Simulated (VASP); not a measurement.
# Os (P6_3/mmc) in VASP: a series of runs

Os is run at these levels: PBE; tasks: single point.

Everything below comes from runs of VASP 6.6.1. Logs are shortened: lines on timing, memory, paths and dates and some standing lists are left out, and cuts for length are marked.

### Step 1. The cell of the first run

It takes space group P6_3/mmc (No. 194, hexagonal). The conventional cell has a = 2.711 Å, b = 2.711 Å, c = 4.283 Å, α = 90.00°, β = 90.00°, γ = 120.00°. Within 3.5 Å of Os (site symmetry -6m2) lie 12 Os at 2.65 to 2.71 Å.

### Step 2. Single point, PBE

INCAR reads:

```
PREC = Accurate
ENCUT = 520
EDIFF = 1E-6
ISMEAR = -1
SIGMA = 0.1
LREAL = F
LASPH = T
NELM = 100
ALGO = Normal
ISIF = 2
LWAVE = F
LCHARG = F
GGA = PE
NBANDS = 15
```

KPOINTS reads:

```
Automatic mesh
0
Gamma
  11 11 6
```

POSCAR reads:

```
Os
1.0
    2.7111232834      0.0000000000      0.0000000000
   -1.3555616417      2.3479015802      0.0000000000
    0.0000000000      0.0000000000      4.2833982837
Os
2
Direct
    0.3333333333      0.6666666667      0.2500000000
    0.6666666667      0.3333333333      0.7500000000
```

Potentials or basis: VASP PAW PBE potentials, release 64 (Os).

Run with:

```bash
$ cat potpaw_PBE.64/Os/POTCAR > POTCAR
$ mpirun -np 1 vasp_std > vasp.out
```

OUTCAR:

```text
PREC = Accurate
   ENCUT = 520
   EDIFF = 1E-6
   ISMEAR = -1
   LREAL = F
   LASPH = T
   NELM = 100
   ISIF = 2
   GGA = PE

 ion  position               nearest neighbor table
   1  0.333  0.667  0.250-   2 2.65   2 2.65   2 2.65   2 2.65   2 2.65   2 2.65
   2  0.667  0.333  0.750-   1 2.65   1 2.65   1 2.65   1 2.65   1 2.65   1 2.65

  LATTYP: Found a hexagonal cell.
 ALAT       =     2.7111232834
 C/A-ratio  =     1.5799348963

  Lattice vectors:

 A1 = (   2.7111232834,   0.0000000000,   0.0000000000)
 A2 = (  -1.3555616417,   2.3479015802,   0.0000000000)
 A3 = (   0.0000000000,   0.0000000000,   4.2833982837)

Analysis of symmetry for initial positions (statically):
=====================================================================
 Subroutine PRICEL returns:
 Original cell was already a primitive cell.

 Routine SETGRP: Setting up the symmetry group for a
 hexagonal supercell.

 Subroutine GETGRP returns: Found 24 space group operations
 (whereof 12 operations were pure point group operations)
 out of a pool of 24 trial point group operations.

The static configuration has the point symmetry D_3d.
 The point group associated with its full space group is D_6h.

Analysis of symmetry for dynamics (positions and initial velocities):
=====================================================================
 Subroutine PRICEL returns:
 Original cell was already a primitive cell.

 Routine SETGRP: Setting up the symmetry group for a
 hexagonal supercell.

 Subroutine GETGRP returns: Found 24 space group operations
 (whereof 12 operations were pure point group operations)
 out of a pool of 24 trial point group operations.

The dynamic configuration has the point symmetry D_3d.
 The point group associated with its full space group is D_6h.

 Subroutine INISYM returns: Found 24 space group operations
 (whereof 12 operations are pure point group operations),
 and found     1 'primitive' translations

----------------------------------------------------------------------------------------

                                     Primitive cell

  volume of cell :      27.2658

  direct lattice vectors                    reciprocal lattice vectors
     2.711123283  0.000000000  0.000000000     0.368850803  0.212956115  0.000000000
    -1.355561642  2.347901580  0.000000000     0.000000000  0.425912231  0.000000000
     0.000000000  0.000000000  4.283398284     0.000000000  0.000000000  0.233459495

  length of vectors
     2.711123283  2.711123235  4.283398284     0.425912223  0.425912231  0.233459495

  position of ions in fractional coordinates (direct lattice)
     0.333333333  0.666666667  0.250000000
     0.666666667  0.333333333  0.750000000

  ion indices of the primitive-cell ions
   primitive index   ion index
                 1           1
                 2           2

----------------------------------------------------------------------------------------

 KPOINTS: Automatic mesh

Automatic generation of k-mesh.
 Grid dimensions read from file:
 generate k-points for:   11   11    6

 Generating k-lattice:

  Cartesian coordinates                     Fractional coordinates (reciprocal lattice)
     0.033531891  0.019359647  0.000000000     0.090909091  0.000000000  0.000000000
     0.000000000  0.038719294  0.000000000     0.000000000  0.090909091  0.000000000
     0.000000000  0.000000000  0.038909916     0.000000000  0.000000000  0.166666667

  Length of vectors
     0.038719293  0.038719294  0.038909916

  Shift w.r.t. Gamma in fractional coordinates (k-lattice)
     0.000000000  0.000000000  0.000000000

 Subroutine IBZKPT returns following result:
 ===========================================

 Found     64 irreducible k-points:

 Following reciprocal coordinates:
            Coordinates               Weight
  0.000000  0.000000  0.000000      1.000000
  0.090909  0.000000  0.000000      6.000000
  0.181818 -0.000000  0.000000      6.000000
  0.272727  0.000000  0.000000      6.000000
  0.363636  0.000000  0.000000      6.000000
  0.454545  0.000000  0.000000      6.000000
[... 16 lines left out ...]
  0.090909  0.090909  0.166667     12.000000
  0.181818  0.090909  0.166667     24.000000
 [... further k-points ...]
   k-points           NKPTS =     64   k-points in BZ     NKDIM =     64   number of bands    NBANDS=     15
   number of dos      NEDOS =    301   number of ions     NIONS =      2
   total plane-waves  NPLWV =  12800
   dimension x,y,z NGX =    20 NGY =   20 NGZ =   32
   dimension x,y,z NGXF=    40 NGYF=   40 NGZF=   64
   ions per type =               2
   NGX,Y,Z   is equivalent  to a cutoff of  12.26, 12.26, 12.42 a.u.
   NGXF,Y,Z  is equivalent  to a cutoff of  24.53, 24.53, 24.84 a.u.
 SYSTEM =  unknown system
   PREC   = accura    normal or accurate (medium, high low for compatibility)
   ISTART =      0    job   : 0-new  1-cont  2-samecut
   ICHARG =      2    charge: 1-file 2-atom 10-const
   ISPIN  =      1    spin polarized calculation?
   LNONCOLLINEAR =      F non collinear calculations
   LSORBIT =      F    spin-orbit coupling
   LASPH  =      T    aspherical Exc in radial PAW
   ENCUT  =  520.0 eV  38.22 Ry    6.18 a.u.   5.04  5.04  7.96*2*pi/ulx,y,z
   NELM   =    100;   NELMIN=  2; NELMDL= -5     # of ELM steps
   EDIFF  = 0.1E-05   stopping-criterion for ELM
   LREAL  =      F    real-space projection
   EDIFFG = 0.1E-04   stopping-criterion for IOM
   NSW    =      0    number of steps for IOM
   IBRION =     -1    ionic relax: 0-MD 1-quasi-New 2-CG
   NFREE  =      0    steps in history (QN), initial steepest desc. (CG)
   ISIF   =      2    stress and relaxation
   ISYM   =      2    0-nonsym 1-usesym 2-fastsym
   POTIM  = 0.5000    time-step for ionic-motion
   TEBEG  =    0.0;   TEEND  =   0.0 temperature during run
   PSTRESS=    0.0 pullay stress
   NELECT =      16.0000    total number of electrons
   NUPDOWN=      -1.0000    fix difference up-down
   EMIN   =  10.00;   EMAX   =-10.00  energy-range for DOS
   EFERMI =   0.00;   METHOD = LEGACY
   ISMEAR =    -1;   SIGMA  =   0.10  broadening in eV -4-tet -1-fermi 0-gaus
   EFERMI_NEDOS =   21; number of points for ismear=-14 and -15
   IALGO  =     38    algorithm
   IMIX   =      4    mixing-type and parameters
     AMIX     =   0.40;   BMIX     =  1.00
     AMIX_MAG =   1.60;   BMIX_MAG =  1.00
  volume/ion in A,a.u.               =      13.63        92.00
  Fermi-wavevector in a.u.,A,eV,Ry     =   1.370594  2.590048 25.558939  1.878529
  Thomas-Fermi vector in A             =   2.496367
   LORBIT       =      0    0 simple, 1 ext, 2 COOP (PROOUT), +10 PAW based schemes
   GGA     = PE    functional components
   LHFCALC =     F    Hartree Fock is set to
   AEXX    =    0.0000 exact exchange contribution
   IVDW    =     0    specifies the selected vdW correction
   LEPSILON=     F    determine dielectric tensor
   LRPA    =     F    only Hartree local field effects (RPA)
 non-spin polarized calculation
  energy-cutoff  :      520.00
  volume of cell :       27.27
 maximum number of plane-waves:       750
   NGX = 11   NGY = 11   NGZ = 15

 number of electron      15.9999998 magnetization

 Free energy of the ion-electron system (eV)
  ---------------------------------------------------
  ext. energy  EPLUGINS =         0.00000000
  ---------------------------------------------------
  free energy    TOTEN  =       -22.42777248 eV

  energy without entropy =      -22.37877806  energy(sigma->0) =      -22.40327527

 E-fermi :   9.8374     XC(G=0): -14.2068

 val. band max:        9.8013554103   @ k =   0.0909   0.0000   0.3333
 cond. band min:       9.8838578042   @ k =   0.3636   0.0909   0.3333
 fundamental gap:      0.0825023940
 Fermi energy:         9.8373597003

 k-point     1 :       0.0000    0.0000    0.0000
  band No.  band energies     occupation
      1      -1.3160      2.00000
      2       1.8217      2.00000
      3       6.6911      2.00000
      4       6.6911      2.00000
      5       6.9571      2.00000
      6       7.5706      2.00000
      7       7.5706      2.00000
      8       8.2469      2.00000
      9       8.2469      2.00000
     10       9.8936      0.72579
     11      11.6238      0.00000
     12      11.6238      0.00000
     13      19.2537      0.00000
     14      23.8868      0.00000
     15      26.6421      0.00000

 k-point     2 :       0.0909    0.0000    0.0000
  band No.  band energies     occupation
      1      -0.9739      2.00000
      2       2.1227      2.00000
      3       6.1160      2.00000
      4       6.9961      2.00000
      5       7.3288      2.00000
      6       7.4911      2.00000
      7       7.7516      2.00000
      8       7.8555      2.00000
      9       8.0065      2.00000
     10       8.8010      1.99994
     11      11.7913      0.00000
     12      13.2991      0.00000
     13      19.2273      0.00000
     14      24.5945      0.00000
     15      27.0788      0.00000

 k-point     3 :       0.1818   -0.0000    0.0000
  band No.  band energies     occupation
      1      -0.0314      2.00000
      2       2.8235      2.00000
      3       5.4477      2.00000
      4       6.2297      2.00000
      5       6.8960      2.00000
      6       7.4661      2.00000
      7       7.8788      2.00000
      8       8.1781      2.00000
      9       8.2598      2.00000
     10       8.6736      1.99998
     11      12.1309      0.00000
     12      15.7550      0.00000
     13      19.0396      0.00000
     14      25.8364      0.00000
     15      27.3226      0.00000
[... 343 lines left out ...]
 k-point    23 :       0.0909    0.0909    0.1667
  band No.  band energies     occupation
      1      -0.0109      2.00000
      2       2.7437      2.00000
      3       5.5953      2.00000
      4       6.0091      2.00000
      5       6.8028      2.00000
      6       7.1723      2.00000
      7       7.6664      2.00000
      8       8.0235      2.00000
      9       8.7661      1.99996
     10       8.8318      1.99991
     11      11.9228      0.00000
     12      14.0357      0.00000
     13      20.7341      0.00000
     14      25.2121      0.00000
     15      27.3723      0.00000

 k-point    24 :       0.1818    0.0909    0.1667
  band No.  band energies     occupation
      1       1.0449      2.00000
      2       3.4731      2.00000
      3       4.9200      2.00000
      4       5.1431      2.00000
      5       6.4365      2.00000
      6       7.0800      2.00000
      7       7.6883      2.00000
      8       8.6668      1.99998
      9       9.3009      1.99069
     10       9.6982      1.60181
     11      12.0909      0.00000
     12      15.6165      0.00000
     13      20.6885      0.00000
     14      25.3089      0.00000
     15      26.3428      0.00000

 [... further k-points ...]
[... 5 lines left out ...]
  --------------------------------------------------------------------------------------
  -------------------------------------------------------------------------------------
  Total        3.5079989      3.5079988      3.7390628      0.0000000      0.0000000      0.0000000
  in kB      206.1353247    206.1353149    219.7129878      0.0000000      0.0000000      0.0000000
  external PRESSURE =     210.6612091 kB  Pullay stress =       0.0000000 kB

 VOLUME and BASIS-vectors are now :
 -----------------------------------------------------------------------------
  energy-cutoff  :      520.00
  volume of cell :       27.27
      direct lattice vectors                 reciprocal lattice vectors
     2.711123283  0.000000000  0.000000000     0.368850803  0.212956115  0.000000000
    -1.355561642  2.347901580  0.000000000     0.000000000  0.425912231  0.000000000
     0.000000000  0.000000000  4.283398284     0.000000000  0.000000000  0.233459495

 POSITION                                       TOTAL-FORCE (eV/Angst)
 -----------------------------------------------------------------------------------
     -0.00000      1.56527      1.07085        -0.000000      0.000000      0.000000
      1.35556      0.78263      3.21255         0.000000      0.000000      0.000000
 -----------------------------------------------------------------------------------
    total drift:                               -0.000000      0.000000     -0.000000

  FREE ENERGIE OF THE ION-ELECTRON SYSTEM (eV)
  ---------------------------------------------------
  free  energy   TOTEN  =       -22.4277724775 eV

  energy  without entropy=      -22.3787780615  energy(sigma->0) =      -22.40327527
```

Run time: 9.6 s. Hardware: 1 thread of Intel Xeon 6975P-C (Granite Rapids), shared host; peak memory 0.15 GiB.

Results:

* Free energy: -22.4278 eV
* Pressure: 21.1 GPa
* Band gap on the k mesh: zero (band 8 reaches 12.06 eV, above the bottom of band 9 at 8.01 eV)

Stress tensor (GPa, compression positive):
```
20.61  0.00  0.00
 0.00 20.61  0.00
 0.00  0.00 21.97
```

Levels at points of the mesh, in eV from the Fermi level:
```
           k point  band 4  band 5  band 6  band 7  band 8  band 9  band 10  band 11  band 12  band 13
(0.00, 0.00, 0.00)   -3.15   -2.88   -2.27   -2.27   -1.59   -1.59     0.06     1.79     1.79     9.42
(0.00, 0.00, 0.50)   -3.67   -3.35   -3.35   -3.35   -3.35    0.97     0.97     0.97     0.97    13.77
```

Caveat: spin-orbit coupling is left out, which moves the levels of the heavy elements.

(Part 1 of 2 ends here.)
